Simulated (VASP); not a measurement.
# SrCl2 in VASP: further runs

Aim: see how the results for SrCl2 move with the level of theory and the settings. Levels: PBE+U, LDA+U. Tasks: single point.

Program: VASP 6.6.1. These are calculated values, not measurements. Logs are shortened: lines on timing, memory, paths and dates and some standing lists are left out, and cuts for length are marked.

## Step 1: The cell of the first run

Symmetry: Cm, No. 8, monoclinic system. Conventional cell: a = 8.538 Å, b = 4.929 Å, c = 4.929 Å, α = 90.00°, β = 125.26°, γ = 90.00°. Within 3.9 Å of Sr (site symmetry m) lie 8 Cl at 2.99 to 3.08 Å. Cl (site symmetry m) has 4 Sr at 3.00 to 3.08 Å and 6 Cl at 3.41 to 3.56 Å within 3.9 Å. Within 3.9 Å of Cl (site symmetry m) lie 4 Sr at 2.99 to 3.07 Å and 6 Cl at 3.41 to 3.56 Å.

## Step 2: Single point, PBE+U

INCAR reads:

```
SYSTEM = SrCl2
PREC = Accurate
ENCUT = 500
EDIFF = 1E-6
ISMEAR = 0
SIGMA = 0.1
LREAL = .FALSE.
LASPH = .TRUE.
NELM = 200
ALGO = Normal
ISIF = 2
LWAVE = .FALSE.
LCHARG = .TRUE.
LDAU = .TRUE.
LDAUTYPE = 2
LDAUL = -1 1
LDAUU = 0 2.1
LDAUJ = 0 0
LDAUPRINT = 1
GGA = PE
LELF = .TRUE.
LVHAR = .TRUE.
NBANDS = 19
ISYM = 0
GGA_COMPAT = .FALSE.
```

KPOINTS reads:

```
regular mesh
0
G
  1 3 1
  0 0 0
```

POSCAR reads:

```
SrCl2
1.0
    0.0000000000      3.4855000000      3.4855000000
    3.4855000000      0.0000000000      3.4855000000
    3.4855000000      3.4855000000      0.0000000000
Sr Cl
1 2
Direct
    0.0016359093     -0.0016235455      0.0016359093
    0.2574137872      0.2321597069      0.2574137872
    0.7481228757      0.7622912665      0.7481228757
```

Potentials or basis: VASP PAW PBE potentials, release 64 (Sr_sv, Cl).

Launch:

```bash
$ cat potpaw_PBE.64/Sr_sv/POTCAR potpaw_PBE.64/Cl/POTCAR > POTCAR
$ mpirun -np 1 vasp_std > vasp.out
```

OUTCAR:

```text
SYSTEM = SrCl2
   PREC = Accurate
   ENCUT = 500
   EDIFF = 1E-6
   ISMEAR = 0
   LREAL = .FALSE.
   LASPH = .TRUE.
   NELM = 200
   ISIF = 2
   GGA = PE
   ISYM = 0

 ion  position               nearest neighbor table
   1  0.002  0.998  0.002-   3 2.99   2 3.00   2 3.00   2 3.00   3 3.00   3 3.00   3 3.07   2 3.08

   2  0.257  0.232  0.257-   1 3.00   1 3.00   1 3.00   1 3.08
   3  0.748  0.762  0.748-   1 2.99   1 3.00   1 3.00   1 3.07

IMPORTANT INFORMATION: All symmetrisations will be switched off!
NOSYMM: (Re-)initialisation of all symmetry stuff for point group C_1.

----------------------------------------------------------------------------------------

                                     Primitive cell

  volume of cell :      84.6887

  direct lattice vectors                    reciprocal lattice vectors
     0.000000000  3.485500000  3.485500000    -0.143451442  0.143451442  0.143451442
     3.485500000  0.000000000  3.485500000     0.143451442 -0.143451442  0.143451442
     3.485500000  3.485500000  0.000000000     0.143451442  0.143451442 -0.143451442

  length of vectors
     4.929241372  4.929241372  4.929241372     0.248465185  0.248465185  0.248465185

  position of ions in fractional coordinates (direct lattice)
     0.001635909  0.998376454  0.001635909
     0.257413787  0.232159707  0.257413787
     0.748122876  0.762291267  0.748122876

  ion indices of the primitive-cell ions
   primitive index   ion index
                 1           1
                 2           2
                 3           3

----------------------------------------------------------------------------------------

 KPOINTS: regular mesh

Automatic generation of k-mesh.
 Grid dimensions read from file:
 generate k-points for:    1    3    1

 Generating k-lattice:

  Cartesian coordinates                     Fractional coordinates (reciprocal lattice)
    -0.143451442  0.143451442  0.143451442     1.000000000  0.000000000  0.000000000
     0.047817147 -0.047817147  0.047817147     0.000000000  0.333333333  0.000000000
     0.143451442  0.143451442 -0.143451442     0.000000000  0.000000000  1.000000000

  Length of vectors
     0.248465185  0.082821728  0.248465185

  Shift w.r.t. Gamma in fractional coordinates (k-lattice)
     0.000000000  0.000000000  0.000000000

[... 57 lines left out ...]
   POTIM  = 0.5000    time-step for ionic-motion
   TEBEG  =    0.0;   TEEND  =   0.0 temperature during run
   PSTRESS=    0.0 pullay stress
   NELECT =      24.0000    total number of electrons
   NUPDOWN=      -1.0000    fix difference up-down
   EMIN   =  10.00;   EMAX   =-10.00  energy-range for DOS
   EFERMI =   0.00;   METHOD = LEGACY
   ISMEAR =     0;   SIGMA  =   0.10  broadening in eV -4-tet -1-fermi 0-gaus
   EFERMI_NEDOS =   21; number of points for ismear=-14 and -15
   IALGO  =     38    algorithm
   IMIX   =      4    mixing-type and parameters
     AMIX     =   0.40;   BMIX     =  1.00
     AMIX_MAG =   1.60;   BMIX_MAG =  1.00
  volume/ion in A,a.u.               =      28.23       190.50
  Fermi-wavevector in a.u.,A,eV,Ry     =   1.075318  2.032056 15.732530  1.156308
  Thomas-Fermi vector in A             =   2.211171
   LORBIT       =      0    0 simple, 1 ext, 2 COOP (PROOUT), +10 PAW based schemes
 LDA+U is selected, type is set to LDAUTYPE =  2
   angular momentum for each species LDAUL =    -1    1
   U (eV)           for each species LDAUU =   0.0  2.1
   J (eV)           for each species LDAUJ =   0.0  0.0
   GGA     = PE    functional components
   LHFCALC =     F    Hartree Fock is set to
   AEXX    =    0.0000 exact exchange contribution
   IVDW    =     0    specifies the selected vdW correction
   LEPSILON=     F    determine dielectric tensor
   LRPA    =     F    only Hartree local field effects (RPA)
 non-spin polarized calculation
 Gauss-broadening in eV      SIGMA  =   0.10
  energy-cutoff  :      500.00
  volume of cell :       84.69
 maximum number of plane-waves:      2151
 NGX is ok and might be reduce to    36
   NGX = 17   NGY = 17   NGZ = 17

 number of electron      24.0000000 magnetization

 Free energy of the ion-electron system (eV)
  ---------------------------------------------------
  ext. energy  EPLUGINS =         0.00000000
  ---------------------------------------------------
  free energy    TOTEN  =        -9.91887988 eV

  energy without entropy =       -9.91887988  energy(sigma->0) =       -9.91887988

 E-fermi :   0.2271     XC(G=0):  -8.2437

 val. band max:       -0.2256891886   @ k =   0.0000   0.0000   0.0000
 cond. band min:       5.5751755081   @ k =   0.0000   0.0000   0.0000
 fundamental gap:      5.8008646967
 Fermi energy:         0.2271227398

 k-point     1 :       0.0000    0.0000    0.0000
  band No.  band energies     occupation
      1     -32.7593      2.00000
      2     -14.7784      2.00000
      3     -14.7210      2.00000
      4     -14.7209      2.00000
      5     -13.0434      2.00000
      6     -12.1721      2.00000
[... 11 lines left out ...]
     18       9.2870      0.00000
     19       9.3145      0.00000

 k-point     2 :       0.0000    0.3333    0.0000
  band No.  band energies     occupation
      1     -32.7571      2.00000
      2     -14.9654      2.00000
      3     -14.7309      2.00000
      4     -14.7309      2.00000
      5     -12.7377      2.00000
      6     -12.2733      2.00000
[... 11 lines left out ...]
     18       8.9713      0.00000
     19       9.3802      0.00000

------------------------ aborting loop because EDIFF is reached ----------------------------------------

  FORCE on cell =-STRESS in cart. coord.  units (eV):
  Direction    XX          YY          ZZ          XY          YZ          ZX
  --------------------------------------------------------------------------------------
  -------------------------------------------------------------------------------------
  Total       -0.5985750     -0.6163169     -0.5985798      0.5260838      0.5260828     -0.5144412
  in kB      -11.3241061    -11.6597538    -11.3241958      9.9526849      9.9526668     -9.7324259
  external PRESSURE =     -11.4360186 kB  Pullay stress =       0.0000000 kB

 VOLUME and BASIS-vectors are now :
 -----------------------------------------------------------------------------
  energy-cutoff  :      500.00
  volume of cell :       84.69
      direct lattice vectors                 reciprocal lattice vectors
     0.000000000  3.485500000  3.485500000    -0.143451442  0.143451442  0.143451442
     3.485500000  0.000000000  3.485500000     0.143451442 -0.143451442  0.143451442
     3.485500000  3.485500000  0.000000000     0.143451442  0.143451442 -0.143451442

 POSITION                                       TOTAL-FORCE (eV/Angst)
 -----------------------------------------------------------------------------------
      3.48554      0.01140      3.48554         0.001350      0.020604      0.001338
      1.70641      1.79443      1.70641        -0.010950      0.018612     -0.010949
      5.26455      5.21516      5.26455         0.009600     -0.039216      0.009611
 -----------------------------------------------------------------------------------
    total drift:                                0.000147      0.000073      0.000148

  FREE ENERGIE OF THE ION-ELECTRON SYSTEM (eV)
  ---------------------------------------------------
  free  energy   TOTEN  =        -9.9188798812 eV

  energy  without entropy=       -9.9188798812  energy(sigma->0) =       -9.91887988
```

OSZICAR:

```text
N       E                     dE             d eps       ncg     rms          rms(c)
DAV:   1     0.134187833104E+03    0.13419E+03   -0.11164E+04    76   0.107E+03
DAV:   2    -0.198096983250E+01   -0.13617E+03   -0.13400E+03   101   0.213E+02
DAV:   3    -0.100219344159E+02   -0.80410E+01   -0.80237E+01   109   0.504E+01
DAV:   4    -0.101717357344E+02   -0.14980E+00   -0.14967E+00   112   0.582E+00
DAV:   5    -0.101737544417E+02   -0.20187E-02   -0.20185E-02    93   0.740E-01    0.123E+01
DAV:   6    -0.988878515550E+01    0.28497E+00   -0.61949E-01    88   0.418E+00    0.808E+00
DAV:   7    -0.990571173287E+01   -0.16927E-01   -0.38955E-01   101   0.359E+00    0.221E+00
DAV:   8    -0.991575317159E+01   -0.10041E-01   -0.48324E-02    90   0.122E+00    0.398E-01
DAV:   9    -0.991740802089E+01   -0.16548E-02   -0.15759E-03   104   0.239E-01    0.137E-01
DAV:  10    -0.991878820437E+01   -0.13802E-02   -0.78276E-04    82   0.180E-01    0.469E-02
DAV:  11    -0.991887141517E+01   -0.83211E-04   -0.55197E-05   101   0.504E-02    0.294E-02
DAV:  12    -0.991887953584E+01   -0.81207E-05   -0.96296E-06    98   0.180E-02    0.265E-03
DAV:  13    -0.991887988124E+01   -0.34539E-06   -0.48929E-07    85   0.509E-03
   1 F= -.99188799E+01 E0= -.99188799E+01  d E =-.453465E-10
```

It took 11 s on 1 thread of Intel Xeon Platinum 8559C (Emerald Rapids), shared host; peak memory 0.19 GiB.

What came out:

```
Free energy            : -9.9189 eV
Pressure               : -1.1 GPa
Largest force          : 0.042 eV/Å
Band gap on the k mesh : 5.80 eV
```

Forces in eV/Å, atoms in the order of the input:
```
Sr   0.001  0.021  0.001
Cl  -0.011  0.019 -0.011
Cl   0.010 -0.039  0.010
```

Caveat: the k points lie up to 1.47 Å⁻¹ apart.

## Step 3: Single point, LDA+U

INCAR reads:

```
PREC = Accurate
ENCUT = 500
EDIFF = 1E-6
ISMEAR = 1
SIGMA = 0.019
LREAL = False
LASPH = True
NELM = 200
ALGO = Normal
ISIF = 2
LWAVE = False
LCHARG = False
LDAU = True
LDAUTYPE = 2
LDAUL = -1 1
LDAUU = 0 1.8
LDAUJ = 0 0
LDAUPRINT = 1
GGA = CA
NBANDS = 19
GGA_COMPAT = False
```

KPOINTS reads:

```
Automatic mesh
0
Gamma
  2 2 2
```

POSCAR reads:

```
SrCl2
1.0
    0.0000000000      3.4855000000      3.4855000000
    3.4855000000      0.0000000000      3.4855000000
    3.4855000000      3.4855000000      0.0000000000
Sr Cl
1 2
Direct
    0.0000000000      0.0000000000      0.0000000000
    0.2500000000      0.2500000000      0.2500000000
    0.7500000000      0.7500000000      0.7500000000
```

Potentials or basis: VASP PAW LDA potentials, release 64 (Sr_sv, Cl).

Launch:

```bash
$ cat potpaw_LDA.64/Sr_sv/POTCAR potpaw_LDA.64/Cl/POTCAR > POTCAR
$ mpirun -np 1 vasp_std > vasp.out
```

Wall time 7 s (1 thread of Intel Xeon Platinum 8559C (Emerald Rapids), shared host); peak memory 0.17 GiB.

Results (log left out):

```
Free energy            : -11.3966 eV
Pressure               : -2.6 GPa
Band gap on the k mesh : 4.97 eV (least direct gap 5.20 eV)
```

Levels at points of the mesh, in eV from the valence-band top:
| k point | band 8 | band 9 | band 10 | band 11 | band 12 | band 13 | band 14 | band 15 | band 16 | band 17 |
| --- | --- | --- | --- | --- | --- | --- | --- | --- | --- | --- |
| (0.00, 0.00, 0.00) | -2.19 | -2.19 | -0.35 | -0.35 | -0.35 | 4.97 | 5.87 | 5.87 | 8.78 | 8.78 |
| (0.50, 0.00, 0.00) | -1.62 | -1.56 | -1.37 | -1.07 | -1.07 | 6.49 | 6.49 | 7.35 | 7.50 | 8.48 |
| (0.50, 0.50, 0.00) | -1.92 | -1.92 | -0.42 | -0.42 | 0.00 | 5.20 | 6.87 | 7.39 | 7.89 | 7.89 |

Caveat: the k points lie up to 0.78 Å⁻¹ apart. A k mesh can miss the band edges.

## Step 4: Single point, PBE+U

INCAR reads:

```
SYSTEM = SrCl2
PREC = Accurate
ENCUT = 500
EDIFF = 1E-6
ISMEAR = 0
SIGMA = 0.1
LREAL = .FALSE.
LASPH = .TRUE.
NELM = 200
ALGO = Normal
ISIF = 2
LWAVE = .FALSE.
LCHARG = .FALSE.
LDAU = .TRUE.
LDAUTYPE = 2
LDAUL = -1 1
LDAUU = 0 1.1
LDAUJ = 0 0
LDAUPRINT = 1
GGA = PE
NBANDS = 19
ISYM = 0
GGA_COMPAT = .FALSE.
```

KPOINTS reads:

```
Automatic mesh
0
G
  1 5 1
  0 0 0
```

POSCAR is that of step 3.

Potentials or basis: VASP PAW PBE potentials, release 64 (Sr_sv, Cl).

Launch:

```bash
$ cat potpaw_PBE.64/Sr_sv/POTCAR potpaw_PBE.64/Cl/POTCAR > POTCAR
$ mpirun -np 1 vasp_std > vasp.out
```

OUTCAR:

```text
SYSTEM = SrCl2
   PREC = Accurate
   ENCUT = 500
   EDIFF = 1E-6
   ISMEAR = 0
   LREAL = .FALSE.
   LASPH = .TRUE.
   NELM = 200
   ISIF = 2
   GGA = PE
   ISYM = 0

 ion  position               nearest neighbor table
   1  0.000  0.000  0.000-   3 3.02   3 3.02   3 3.02   2 3.02   3 3.02   2 3.02   2 3.02   2 3.02

   2  0.250  0.250  0.250-   1 3.02   1 3.02   1 3.02   1 3.02
   3  0.750  0.750  0.750-   1 3.02   1 3.02   1 3.02   1 3.02

IMPORTANT INFORMATION: All symmetrisations will be switched off!
NOSYMM: (Re-)initialisation of all symmetry stuff for point group C_1.

----------------------------------------------------------------------------------------

                                     Primitive cell

  volume of cell :      84.6887

  direct lattice vectors                    reciprocal lattice vectors
     0.000000000  3.485500000  3.485500000    -0.143451442  0.143451442  0.143451442
     3.485500000  0.000000000  3.485500000     0.143451442 -0.143451442  0.143451442
     3.485500000  3.485500000  0.000000000     0.143451442  0.143451442 -0.143451442

  length of vectors
     4.929241372  4.929241372  4.929241372     0.248465185  0.248465185  0.248465185

  position of ions in fractional coordinates (direct lattice)
     0.000000000  0.000000000  0.000000000
     0.250000000  0.250000000  0.250000000
     0.750000000  0.750000000  0.750000000

  ion indices of the primitive-cell ions
   primitive index   ion index
                 1           1
                 2           2
                 3           3

----------------------------------------------------------------------------------------

 KPOINTS: Automatic mesh

Automatic generation of k-mesh.
 Grid dimensions read from file:
 generate k-points for:    1    5    1

 Generating k-lattice:

[... 80 lines left out ...]
     AMIX     =   0.40;   BMIX     =  1.00
     AMIX_MAG =   1.60;   BMIX_MAG =  1.00
  volume/ion in A,a.u.               =      28.23       190.50
  Fermi-wavevector in a.u.,A,eV,Ry     =   1.075318  2.032056 15.732530  1.156308
  Thomas-Fermi vector in A             =   2.211171
   LORBIT       =      0    0 simple, 1 ext, 2 COOP (PROOUT), +10 PAW based schemes
 LDA+U is selected, type is set to LDAUTYPE =  2
   angular momentum for each species LDAUL =    -1    1
   U (eV)           for each species LDAUU =   0.0  1.1
   J (eV)           for each species LDAUJ =   0.0  0.0
   GGA     = PE    functional components
   LHFCALC =     F    Hartree Fock is set to
   AEXX    =    0.0000 exact exchange contribution
   IVDW    =     0    specifies the selected vdW correction
   LEPSILON=     F    determine dielectric tensor
   LRPA    =     F    only Hartree local field effects (RPA)
 non-spin polarized calculation
 Gauss-broadening in eV      SIGMA  =   0.10
  energy-cutoff  :      500.00
  volume of cell :       84.69
 maximum number of plane-waves:      2144
 NGX is ok and might be reduce to    36
   NGX = 17   NGY = 17   NGZ = 17

 number of electron      24.0000003 magnetization

 Free energy of the ion-electron system (eV)
  ---------------------------------------------------
  ext. energy  EPLUGINS =         0.00000000
  ---------------------------------------------------
  free energy    TOTEN  =       -11.33888609 eV

  energy without entropy =      -11.33888609  energy(sigma->0) =      -11.33888609

 E-fermi :   0.3759     XC(G=0):  -8.2521

 val. band max:       -0.1940496204   @ k =   0.0000   0.0000   0.0000
 cond. band min:       5.5754228516   @ k =   0.0000   0.0000   0.0000
 fundamental gap:      5.7694724720
 Fermi energy:         0.3758730777

 k-point     1 :       0.0000    0.0000    0.0000
  band No.  band energies     occupation
      1     -32.7359      2.00000
      2     -14.7492      2.00000
      3     -14.7014      2.00000
      4     -14.7014      2.00000
      5     -13.0869      2.00000
      6     -12.2282      2.00000
[... 43 lines left out ...]
      6     -12.3337      2.00000
[... 11 lines left out ...]
     18       8.7836      0.00000
     19       8.9064      0.00000

------------------------ aborting loop because EDIFF is reached ----------------------------------------

  FORCE on cell =-STRESS in cart. coord.  units (eV):
  Direction    XX          YY          ZZ          XY          YZ          ZX
  --------------------------------------------------------------------------------------
  -------------------------------------------------------------------------------------
  Total       -0.5649861     -0.5649872     -0.5649626      0.4976216      0.4976158     -0.4975918
  in kB      -10.6886548    -10.6886764    -10.6882113      9.4142246      9.4141144     -9.4136607
  external PRESSURE =     -10.6885142 kB  Pullay stress =       0.0000000 kB

 VOLUME and BASIS-vectors are now :
 -----------------------------------------------------------------------------
  energy-cutoff  :      500.00
  volume of cell :       84.69
      direct lattice vectors                 reciprocal lattice vectors
     0.000000000  3.485500000  3.485500000    -0.143451442  0.143451442  0.143451442
     3.485500000  0.000000000  3.485500000     0.143451442 -0.143451442  0.143451442
     3.485500000  3.485500000  0.000000000     0.143451442  0.143451442 -0.143451442

 POSITION                                       TOTAL-FORCE (eV/Angst)
 -----------------------------------------------------------------------------------
      0.00000      0.00000      0.00000         0.000004      0.000006     -0.000008
      1.74275      1.74275      1.74275        -0.096787      0.096793     -0.096782
      5.22825      5.22825      5.22825         0.096783     -0.096800      0.096790
 -----------------------------------------------------------------------------------
    total drift:                               -0.000006      0.000009     -0.000017

  FREE ENERGIE OF THE ION-ELECTRON SYSTEM (eV)
  ---------------------------------------------------
  free  energy   TOTEN  =       -11.3388860870 eV

  energy  without entropy=      -11.3388860870  energy(sigma->0) =      -11.33888609
```

Run time: 8.5 s. Hardware: 1 thread of Intel Xeon Platinum 8559C (Emerald Rapids), shared host; peak memory 0.19 GiB.

What came out:

```yaml
Free_energy: -11.3389 eV
Pressure: -1.1 GPa
Band_gap_on_the_k_mesh: 5.77 eV
```

Caveat: the k points lie up to 1.48 Å⁻¹ apart.

## Step 5: Summary

```csv
level,potentials or basis,U,cell,k mesh,smearing,gap on the mesh (eV),pressure (GPa)
PBE+U,"VASP PAW PBE potentials, release 64 (Sr_sv, Cl)",Cl p U = 2.1 eV,"as given, atomic positions A",1 × 3 × 1,gaussian 0.1 eV,5.80,-1.1
LDA+U,"VASP PAW LDA potentials, release 64 (Sr_sv, Cl)",Cl p U = 1.8 eV,"as given, atomic positions B",2 × 2 × 2,methfessel-paxton 0.019 eV,4.97,-2.6
PBE+U,"VASP PAW PBE potentials, release 64 (Sr_sv, Cl)",Cl p U = 1.1 eV,"as given, atomic positions B",1 × 5 × 1,gaussian 0.1 eV,5.77,-1.1
```

Alike in all rows: task single point; no spin polarisation; cutoff (eV) 500.

Caveats: all runs use coarse meshes.

Absolute energies hang on the potentials; compare differences alone.
